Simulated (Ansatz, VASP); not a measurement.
Be2C in VASP and in Ansatz

The input POSCAR:

```
Be2C
1.0
    0.0000000000      2.1604856385      2.1879238061
    2.1604856385      0.0000000000      2.1879238061
    2.1604856385      2.1604856385      0.0000000000
C Be
1 2
Direct
    0.0000000000      0.0000000000      0.0000000000
    0.2500000000      0.2500000000      0.2500000000
    0.7500000000      0.7500000000      0.7500000000
```

The input INCAR.step1:

```
PREC = Accurate
ENCUT = 520
EDIFF = 1E-5
ISMEAR = 0
SIGMA = 0.01
LREAL = F
LASPH = T
NELM = 120
ALGO = Normal
ISIF = 2
LWAVE = T
LCHARG = F
GGA = PE
NBANDS = 11
GGA_COMPAT = F
```

Contents of INCAR.step2:

```
PREC = Accurate
ENCUT = 520
EDIFF = 1E-6
ISMEAR = 0
SIGMA = 0.01
LREAL = F
LASPH = T
NELM = 120
ALGO = Normal
ISIF = 2
LWAVE = F
LCHARG = F
GGA = PE
LHFCALC = T
HFSCREEN = 0.2079
PRECFOCK = Normal
ISTART = 1
NBANDS = 11
GGA_COMPAT = F
```

File KPOINTS:

```
Automatic mesh
0
Gamma
  8 8 8
```

Input for Ansatz:

```yaml
crystal:
  lattice:
    - [0.0, 2.1604856385, 2.1879238061]
    - [2.1604856385, 0.0, 2.1879238061]
    - [2.1604856385, 2.1604856385, 0.0]
  atoms:
    - { symbol: C, position: [0.0, 0.0, 0.0] }
    - { symbol: Be, position: [0.25, 0.25, 0.25] }
    - { symbol: Be, position: [0.75, 0.75, 0.75] }
kpoints:
  mp_grid: { grid: [8, 8, 8] }
  band_path:
    path:
      - [0.0, 0.0, 0.0]
      - [0.5, 0.0, 0.5]
      - [0.625, 0.25, 0.625]
      - [0.375, 0.375, 0.75]
      - [0.5, 0.5, 0.5]
      - [0.5, 0.25, 0.75]
      - [0.0, 0.5, 0.5]
    npoints: 1
hamiltonian:
  xc: hse06
scf:
  occupations: { method: fixed }
  n_extra_bands: 4
output:
  forces: true
  stress: true
  eigenvalues: true
```

Change from the starting cell: uniaxial_z strain +1.3%.

Alike in both runs: task single point; functional HSE06; k mesh 8 × 8 × 8; no spin polarisation.

|  | VASP | Ansatz |
| --- | --- | --- |
| version | VASP 6.6.1 | Ansatz 0.2.0 |
| potentials or method | VASP PAW PBE potentials, release 64 (C, Be) | plane waves, PAW |
| plane-wave cutoff (eV) | 520 | 420 |
| occupations | gaussian, width 0.01 eV | fixed |
| valence electrons in the cell | 8 | 8 |

|  | VASP | Ansatz | Ansatz less VASP |
| --- | --- | --- | --- |
| gap on the k mesh at the Fermi level (eV) | 1.80 | 1.81 | +0.012 |
| pressure (GPa) | -4.4 | -4.7 | -0.26 |
| traceless stress, the component that is largest in VASP (GPa) | -4.89 | -4.90 | -0.008 |

Ansatz's warnings: stress exchange threshold loose, stress scf threshold loose.
